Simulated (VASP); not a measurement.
Input of a VASP 6.6.1 run:

The input INCAR:

```
SYSTEM = Zr2NbC3
  PREC = Accurate
  ENCUT = 520
  EDIFF = 1E-6
  ISMEAR = 0
  SIGMA = 0.1
  LREAL = .FALSE.
  LASPH = .TRUE.
  NELM = 80
  ALGO = Normal
  ISIF = 2
  LWAVE = .FALSE.
  LCHARG = .FALSE.
  GGA = PE
  NBANDS = 34
```

Contents of KPOINTS:

```
Automatic mesh
0
G
  10 10 12
  0 0 0
```

Contents of POSCAR:

```
Zr2NbC3
1.0
    2.0758429578     -7.1390919538      0.0000000000
    2.0758429578      7.1390919538      0.0000000000
    0.0000000000      0.0000000000      3.2195038822
Zr Nb C
2 1 3
Direct
    0.1656585324      0.8343414676      0.0000000000
    0.8343414676      0.1656585324      0.0000000000
    0.5000000000      0.5000000000      0.0000000000
    0.0000000000      0.0000000000      0.0000000000
    0.5000000000      0.0000000000      0.5000000000
    0.0000000000      0.5000000000      0.5000000000
```

Potentials or basis: VASP PAW PBE potentials, release 64 (Zr_sv, Nb_sv, C).

Command:

```console
$ cat potpaw_PBE.64/Zr_sv/POTCAR potpaw_PBE.64/Nb_sv/POTCAR potpaw_PBE.64/C/POTCAR > POTCAR
$ mpirun -np 1 vasp_std > vasp.out
```

Estimate the pressure.

0.0 GPa.

Estimate the band gap on the k mesh.

zero (an odd number of electrons rules out a gap without spin polarisation).

What does it give for the largest force?

0.015 eV/Å.

Forces in eV/Å, atoms in the order of the input:
```
Zr   0.000  0.015  0.000
Zr   0.000 -0.015  0.000
Nb   0.000  0.000  0.000
C    0.000  0.000  0.000
C    0.000  0.000  0.000
C    0.000  0.000  0.000
```

Caveat: an odd number of electrons without spin polarisation forces a metal; a magnetic or distorted state may lie lower.
